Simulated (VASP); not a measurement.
A run of VASP 6.6.1:

INCAR

```
SYSTEM = BaHfO3
PREC     = Accurate       ! precision mode
ENCUT    = 600            ! plane-wave cutoff, eV
EDIFF    = 1E-7           ! SCF threshold, eV
ISMEAR   = 0              ! smearing method
SIGMA    = 0.02           ! smearing width, eV
LREAL    = .False.        ! projectors in reciprocal space
LASPH    = .True.         ! aspherical terms in the spheres
NELM     = 120            ! most SCF steps
ALGO     = Normal         ! electronic algorithm
ISIF     = 3              ! what is computed and relaxed
LWAVE    = .False.        ! write WAVECAR
LCHARG   = .False.        ! write CHGCAR
GGA      = PE             ! functional
IBRION   = 2              ! ionic algorithm
NSW      = 100            ! ionic steps
EDIFFG   = -0.005         ! ionic threshold
GGA_COMPAT= .False.      
NELMIN   = 4
```

File KPOINTS:

```
regular mesh
0
Gamma
  6 6 6
  0 0 0
```

POSCAR

```
BaHfO3
1.0
    4.1695667999      0.0000000000      0.0000000000
    0.0000000000      4.1695667999      0.0000000000
    0.0000000000      0.0000000000      4.1703766343
Ba Hf O
1 1 3
Direct
    0.5000000000      0.5000000000      0.9964249600
    0.0000000000      0.0000000000      0.4978753300
    0.0000000000      0.5000000000      0.4988901400
    0.5000000000      0.0000000000      0.4988901400
    0.0000000000      0.0000000000      0.9979412200
```

Potentials or basis: VASP PAW PBE potentials, release 64 (Ba_sv, Hf_pv, O).

Command:

```console
$ cat potpaw_PBE.64/Ba_sv/POTCAR potpaw_PBE.64/Hf_pv/POTCAR potpaw_PBE.64/O/POTCAR > POTCAR
$ mpirun -np 1 vasp_std > vasp.out
```

Hardware: 1 thread of Intel Xeon 8259CL (shared host).

How long does it take, and how much memory?

It took 13 min on 1 thread of Intel Xeon 8259CL (shared host), peak memory 0.29 GiB. Counts: scf iterations 97, k points 40, ion steps 13.
